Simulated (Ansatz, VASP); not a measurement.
## BaTe in VASP and in Ansatz

File POSCAR:

```
BaTe
1.0
    0.0000000000      3.4966961764      3.4966961764
    3.4966961764      0.0000000000      3.4966961764
    3.4966961764      3.4966961764      0.0000000000
Ba Te
1 1
Direct
    0.0000000000      0.0000000000      0.0000000000
    0.5000000000      0.5000000000      0.5000000000
```

INCAR.step1

```
SYSTEM = BaTe
ALGO = Normal
EDIFF = 1E-4
ENCUT = 520
GGA = PE
ISMEAR = 0
LASPH = .TRUE.
LCHARG = .FALSE.
LREAL = .FALSE.
LWAVE = .TRUE.
NBANDS = 15
NELM = 100
PREC = Accurate
SIGMA = 0.01
```

File INCAR.step2:

```
SYSTEM = BaTe
ALGO = Normal
EDIFF = 1E-6
ENCUT = 520
ISIF = 2
ISMEAR = 0
ISTART = 1
LASPH = .TRUE.
LCHARG = .FALSE.
LMIXTAU = .TRUE.
LREAL = .FALSE.
LWAVE = .FALSE.
METAGGA = R2SCAN
NBANDS = 15
NELM = 100
PREC = Accurate
SIGMA = 0.01
```

The input KPOINTS:

```
k-points
0
G
  6 6 6
  0 0 0
```

Input for Ansatz:

```yaml
crystal:
  lattice:
    - [0.0, 3.4966961764, 3.4966961764]
    - [3.4966961764, 0.0, 3.4966961764]
    - [3.4966961764, 3.4966961764, 0.0]
  atoms:
    - { symbol: Ba, position: [0.0, 0.0, 0.0] }
    - { symbol: Te, position: [0.5, 0.5, 0.5] }
kpoints:
  mp_grid: { grid: [6, 6, 6] }
hamiltonian:
  xc: r2scan
scf:
  occupations: { method: fixed }
  n_extra_bands: 4
output:
  forces: true
  stress: true
  eigenvalues: true
```

Alike in both runs: task single point; functional r2SCAN; k mesh 6 × 6 × 6; no spin polarisation.

```csv
,VASP,Ansatz
version,VASP 6.6.1,Ansatz 0.2.0
potentials or method,"VASP PAW PBE potentials, release 64 (Ba_sv, Te)","plane waves, PAW"
plane-wave cutoff (eV),520,500
occupations,"gaussian, width 0.01 eV",fixed
valence electrons in the cell,16,26
```

```csv
,VASP,Ansatz,Ansatz less VASP
gap on the k mesh at the Fermi level (eV),1.87,1.95,+0.078
pressure (GPa),1.3,1.0,-0.35
```

VASP's potentials were made for PBE, not for r2SCAN. VASP's potentials hold 16 valence electrons a cell and Ansatz's 26, so a difference there can come from the potentials and not from the codes.

Neither program's run includes spin-orbit coupling.
